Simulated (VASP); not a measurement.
Write the native input for VASP 6.6.1 that does the following.

```
Task                   : single point
Functional             : PBE
Dispersion             : D3(BJ)
Potentials or basis    : VASP PAW PBE potentials, release 64 (O, H, C, N)
Cutoff                 : 520 eV
k mesh                 : 1 × 1 × 1
Occupations            : fermi-dirac, width 0.05 eV
Spin                   : no spin polarisation
Dipole correction      : no
Further INCAR settings : LREAL = Auto; ALGO = Normal; EDIFF = 1e-06; NBANDS = 50
```

The structure of H15C2NO6 lies in POSCAR:

```
H15C2NO6
1.0
    6.6471370000      0.0000000000      0.0000000000
    0.0000000000      6.6471370000      0.0000000000
    0.0000000000      0.0000000000      6.6471370000
O H C N
6 15 2 1
Direct
    0.2616163921      0.5686207460      0.7391302451
    0.7798244568      0.8137337925      0.4376470652
    0.5102196630      0.5754808424      0.0798840162
    0.3841954815      0.9626550498      0.0026176683
    0.8363901632      0.1874491228      0.7009483933
    0.5838603898      0.4457558194      0.4992374913
    0.3462092025      0.5389989705      0.8588810491
    0.1999357016      0.4412275541      0.7056571874
    0.7425302051      0.8220832518      0.2973911926
    0.7072368149      0.6898458690      0.4869916176
    0.4727749706      0.7189260579      0.0891511639
    0.5413007134      0.5439484698      0.2236902895
    0.4816359284      1.0583654286     -0.0457339754
    0.2764498460      0.9553285873     -0.0898883233
    0.8500953117      0.1637396672      0.8484404639
    0.8383759805      0.0513002816      0.6405314047
    0.4524052987      0.4641998503      0.5681543798
    0.6623302634      0.3541976042      0.5873807024
    1.2220900517      0.2995725829      0.2682508274
    1.0154146063      0.4882553195      0.3173697187
    1.0524531088      0.2902001268      0.4919712050
    1.0700847598      0.3336925356      0.3331509490
    0.9292572125      0.2082701169      0.2067957980
    0.8298309483      0.1121685923      0.0988846777
```

One way to write it, as run:

INCAR

```
SYSTEM = H15C2NO6
PREC = Accurate
ENCUT = 520
EDIFF = 1E-6
ISMEAR = -1
SIGMA = 0.05
LREAL = Auto
LASPH = .True.
NELM = 80
ALGO = Normal
ISIF = 2
LWAVE = .False.
LCHARG = .False.
GGA = PE
IVDW = 12
NBANDS = 50
```

KPOINTS

```
regular mesh
0
Gamma
  1 1 1
  0 0 0
```

Potentials or basis: VASP PAW PBE potentials, release 64 (O, H, C, N).

The run is started by

```console
$ cat potpaw_PBE.64/O/POTCAR potpaw_PBE.64/H/POTCAR potpaw_PBE.64/C/POTCAR potpaw_PBE.64/N/POTCAR > POTCAR
$ mpirun -np 1 vasp_gam > vasp.out
```

It gave:

The pressure is -0.7 GPa. The largest force is 2.331 eV/Å and the band gap on the k mesh is 4.74 eV. The dispersion energy per atom is -0.033 eV.

Caveat: the k points lie up to 0.95 Å⁻¹ apart.

Wall time 17 s on 1 thread of Intel(R) Xeon(R) 6975P-C (Granite Rapids), with other jobs on the host, peak memory 0.33 GiB.
